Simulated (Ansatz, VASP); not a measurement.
SiMo3 in VASP and in Ansatz

File INCAR:

```
PREC = Accurate
ENCUT = 520
EDIFF = 1E-7
ISMEAR = 0
SIGMA = 0.15
LREAL = False
LASPH = True
NELM = 60
ALGO = Fast
ISIF = 2
LWAVE = False
LCHARG = False
GGA = PE
NBANDS = 56
```

The input KPOINTS:

```
regular mesh
0
Gamma
  8 8 8
```

File POSCAR:

```
SiMo3
1.0
    4.9064535172      0.0000000000      0.0000000000
    0.0000000000      4.9064535172      0.0000000000
    0.0000000000      0.0000000000      4.9064535172
Si Mo
2 6
Direct
    0.0176507410      0.0176507410      0.0176507410
    0.5176507410      0.5176507410      0.5176507410
    0.2500000000      0.0000000000      0.5000000000
    0.5000000000      0.7500000000      0.0000000000
    0.7500000000      0.0000000000      0.5000000000
    0.5000000000      0.2500000000      0.0000000000
    0.0000000000      0.5000000000      0.7500000000
    0.0000000000      0.5000000000      0.2500000000
```

Input for Ansatz:

```yaml
crystal:
  lattice:
    - [4.9064535172, 0.0, 0.0]
    - [0.0, 4.9064535172, 0.0]
    - [0.0, 0.0, 4.9064535172]
  atoms:
    - { symbol: Si, position: [0.017650741, 0.017650741, 0.017650741] }
    - { symbol: Si, position: [0.517650741, 0.517650741, 0.517650741] }
    - { symbol: Mo, position: [0.25, 0.0, 0.5] }
    - { symbol: Mo, position: [0.5, 0.75, 0.0] }
    - { symbol: Mo, position: [0.75, 0.0, 0.5] }
    - { symbol: Mo, position: [0.5, 0.25, 0.0] }
    - { symbol: Mo, position: [0.0, 0.5, 0.75] }
    - { symbol: Mo, position: [0.0, 0.5, 0.25] }
basis:
  ecutwfc: 420
kpoints:
  mp_grid: { grid: [8, 8, 8] }
hamiltonian:
  xc: pbe
scf:
  occupations: { method: gaussian, width: 0.15 }
output:
  forces: true
  stress: true
  eigenvalues: true
```

Change from the starting cell: all Si atoms moved +0.150 Å, as atom 1 along Cartesian [1 1 1].

Alike in both runs: task single point; functional PBE; k mesh 8 × 8 × 8; occupations gaussian, width 0.15 eV; no spin polarisation.

|  | VASP | Ansatz |
| --- | --- | --- |
| version | VASP 6.6.1 | Ansatz 0.2.0 |
| potentials or method | VASP PAW PBE potentials, release 64 (Si, Mo_sv), cutoff 520 eV | scalar-relativistic, plane waves, PAW |
| valence electrons in the cell | 92 | 92 |

```tsv
	VASP	Ansatz	Ansatz less VASP
gap on the k mesh at the Fermi level (eV)	none	none	-
pressure (GPa)	1.4	1.0	-0.47
traceless stress, the component that is largest in VASP (GPa)	0.24	0.24	0.000
rms of the force components (eV/Å)	0.448	0.447	-0.0011
```

Atom by atom the forces differ by 0.001 eV/Å (rms over components). A gap of «none» marks a metal or a gap that the smearing closes. With one functional, cell and mesh, what is left measures potentials, basis and numerics.
